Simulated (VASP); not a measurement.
Input of a VASP 6.6.1 run:

File INCAR:

```
SYSTEM = TiAl3
  AGGAC = 1.0
  AGGAX = 1.0
  ALDAC = 0.0
  ALDAX = 1.0
  ALGO = Normal
  EDIFF = 1E-6
  ENCUT = 520
  GGA = B5
  ISIF = 2
  ISMEAR = -1
  LASPH = .True.
  LCHARG = .True.
  LELF = .True.
  LREAL = .False.
  LVHAR = .True.
  LWAVE = .False.
  NBANDS = 18
  NELM = 60
  PREC = Accurate
  SIGMA = 0.05
```

The input KPOINTS:

```
k-points
0
Gamma
  10 10 10
  0 0 0
```

Contents of POSCAR:

```
TiAl3
1.0
   -1.9398821562      1.9398821562      4.3675786592
    1.9398821562     -1.9398821562      4.3675786592
    1.9398821562      1.9398821562     -4.3675786592
Ti Al
1 3
Direct
    0.0000000000      0.0000000000      0.0000000000
    0.2500000000      0.7500000000      0.5000000000
    0.7500000000      0.2500000000      0.5000000000
    0.5000000000      0.5000000000      0.0000000000
```

Potentials or basis: VASP PAW PBE potentials, release 64 (Ti_sv, Al).

The run is started by

```sh
$ cat potpaw_PBE.64/Ti_sv/POTCAR potpaw_PBE.64/Al/POTCAR > POTCAR
$ mpirun -np 1 vasp_std > vasp.out
```

(1) Estimate the pressure.

(2) What does it give for the band gap on the k mesh?

Answers

(1) 0.2 GPa.

(2) zero (an odd number of electrons rules out a gap without spin polarisation).

Caveat: the PAW data sets were made with another functional, which shifts forces and pressure a little.
